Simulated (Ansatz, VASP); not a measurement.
This is a calculation of Ta6HC for VASP 6.6.1.

Contents of INCAR:

```
SYSTEM = Ta6HC
  PREC = Accurate
  ENCUT = 520
  EDIFF = 1E-7
  ISMEAR = -1
  SIGMA = 0.05
  LREAL = Auto
  LASPH = .True.
  NELM = 100
  ALGO = Normal
  ISIF = 2
  LWAVE = .False.
  LCHARG = .False.
  LDIPOL = .True.
  IDIPOL = 3
  DIPOL = 0.5 0.5 0.482
  GGA = PE
  NBANDS = 85
```

KPOINTS

```
Automatic mesh
0
Gamma
  5 5 1
  0 0 0
```

The input POSCAR:

```
Ta6HC
1.0
    5.7202017150      0.0000000000      0.0000000000
   -1.9067339050      5.3930578966      0.0000000000
    0.0000000000      0.0000000000     24.1517251426
Ta C H
12 2 2
Direct
    0.2500000000      0.2500000000      0.3312392781
    0.2500000000      0.7500000000      0.3312392781
    0.7500000000      0.2500000000      0.3312392781
    0.7500000000      0.7500000000      0.3312392781
    0.5000000000      0.5000000000      0.4279306141
    0.5000000000      0.0000000000      0.4279306141
    0.0000000000      0.5000000000      0.4279306141
    0.0000000000      0.0000000000      0.4279306141
    0.7500000000      0.7500000000      0.5246219501
    0.7500000000      0.2500000000      0.5246219501
    0.2500000000      0.7500000000      0.5246219501
    0.2500000000      0.2500000000      0.5246219501
    1.0654572146      0.7209524695      0.6335955321
    1.2349205784      0.8776967381      0.6558465306
    0.9166666667      0.5833333333      0.6140565552
    1.3837045915      1.0153300563      0.6753855075
```

Potentials or basis: VASP PAW PBE potentials, release 64 (Ta_pv, C, H).

Launch:

```console
$ cat potpaw_PBE.64/Ta_pv/POTCAR potpaw_PBE.64/C/POTCAR potpaw_PBE.64/H/POTCAR > POTCAR
$ mpirun -np 1 vasp_std > vasp.out
```

Set up the same calculation for Ansatz 0.2.0. Potentials there: Ansatz PAW.

As run (the cutoff follows the program's own potentials):

Contents of input.yaml:

```yaml
crystal:
  lattice:
    - [5.720201715, 0.0, 0.0]
    - [-1.906733905, 5.3930578966, 0.0]
    - [0.0, 0.0, 24.1517251426]
  atoms:
    - { symbol: Ta, position: [0.25, 0.25, 0.3312392781] }
    - { symbol: Ta, position: [0.25, 0.75, 0.3312392781] }
    - { symbol: Ta, position: [0.75, 0.25, 0.3312392781] }
    - { symbol: Ta, position: [0.75, 0.75, 0.3312392781] }
    - { symbol: Ta, position: [0.5, 0.5, 0.4279306141] }
    - { symbol: Ta, position: [0.5, 0.0, 0.4279306141] }
    - { symbol: Ta, position: [0.0, 0.5, 0.4279306141] }
    - { symbol: Ta, position: [0.0, 0.0, 0.4279306141] }
    - { symbol: Ta, position: [0.75, 0.75, 0.5246219501] }
    - { symbol: Ta, position: [0.75, 0.25, 0.5246219501] }
    - { symbol: Ta, position: [0.25, 0.75, 0.5246219501] }
    - { symbol: Ta, position: [0.25, 0.25, 0.5246219501] }
    - { symbol: C, position: [1.0654572146, 0.7209524695, 0.6335955321] }
    - { symbol: C, position: [1.2349205784, 0.8776967381, 0.6558465306] }
    - { symbol: H, position: [0.9166666667, 0.5833333333, 0.6140565552] }
    - { symbol: H, position: [1.3837045915, 1.0153300563, 0.6753855075] }
hamiltonian:
  xc: pbe
  pseudopotentials: { kind: paw }
kpoints:
  mp_grid: { grid: [5, 5, 1] }
scf:
  occupations: { method: fermi_dirac, width: 0.05 }
output:
  forces: true
  eigenvalues: true
efield:
  axis: 3
  dipole_correction: true
  ramp_width: 0.04
```

Potentials or basis: Ansatz PAW.

Run with:

```bash
$ ansatz run input.yaml --threads 4 --pin off --max-ram 11264MiB --backend cpu --events-out ev --progress --plain --runs-dir out
```

Both were run:

|  | VASP | Ansatz | Ansatz less VASP |
| --- | --- | --- | --- |
| gap on the k mesh at the Fermi level (eV) | none | none | - |
| rms of the force components (eV/Å) | 0.285 | 0.278 | -0.0073 |

Atom by atom the forces differ by 0.023 eV/Å (rms over components). A gap of «none» marks a metal or a gap that the smearing closes. The functional is the same, so the differences come from potentials, cutoffs and numerics. VASP's potentials hold 142 valence electrons a cell and Ansatz's 166, so a difference there can come from the potentials and not from the codes.

Spin-orbit coupling is off throughout.
